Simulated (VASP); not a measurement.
The system is Li.

```xyz
4
Lattice="2.8838 -1.9059 0.0000 2.8838 1.9059 0.0000 0.0000 0.0000 7.7748" Properties=species:S:1:pos:R:3 pbc="T T T"
Li    2.8838   -1.3342    0.9097
Li    2.8838   -0.5718    4.7971
Li    2.8838    1.3342    6.8652
Li    2.8838    0.5718    2.9778
```

```yaml
Program: VASP 6.6.1
Task: relaxation of cell and atoms
Functional: PBE
Potentials_or_basis: VASP PAW PBE potentials, release 64 (Li_sv)
Cutoff: 600 eV
k_mesh: 6 × 6 × 2
Occupations: gaussian, width 0.1 eV
Spin: no spin polarisation
```

At the start: pressure -0.3 GPa; volume 21.37 Å³/atom.

Q: Where does the relaxation end?

A: Over 17 steps the energy falls by 203.4 meV/atom and the volume is 19.87 Å³/atom (-7.0 %); space group Cmce (No. 64, to 0.05 Å).

The path:
```csv
step,energy change (eV),largest force (eV/Å),pressure (GPa),volume (Å³)
1,0.0000,0.9974,-0.33,85.46
2,-0.3438,0.6256,-0.53,84.80
3,-0.6354,0.2205,-0.42,83.06
4,-0.6723,0.1933,-0.24,82.21
5,-0.6969,0.2573,0.01,81.09
6,-0.6971,0.3064,0.14,80.49
7,-0.6977,0.2896,0.10,80.68
8,-0.7321,0.2299,-0.08,80.86
9,-0.7859,0.0733,-0.61,81.24
10,-0.7961,0.0544,-0.10,78.86
11,-0.7974,0.0495,0.18,77.64
12,-0.7996,0.0476,0.14,77.87
13,-0.8043,0.0515,0.04,78.54
14,-0.8054,0.0971,-0.14,79.89
15,-0.8063,0.0757,-0.07,79.36
16,-0.8088,0.0623,-0.08,79.39
17,-0.8135,0.0267,-0.09,79.46
```

Final structure:
```
Li
1.0
     2.28816   -1.85303    0.00000
     2.28816    1.85303    0.00000
     0.00000    0.00000    9.37029
Li
4
Direct
  0.76354 0.23646 0.12431
  0.73646 0.26354 0.62431
  0.23646 0.76354 0.87569
  0.26354 0.73646 0.37569
```

Caveat: the k points lie up to 0.36 Å⁻¹ apart in the final cell; the cutoff is under 1.25 times the usual one of these potentials, so pressure, stress and relaxed cells hold a basis-set (Pulay) error.
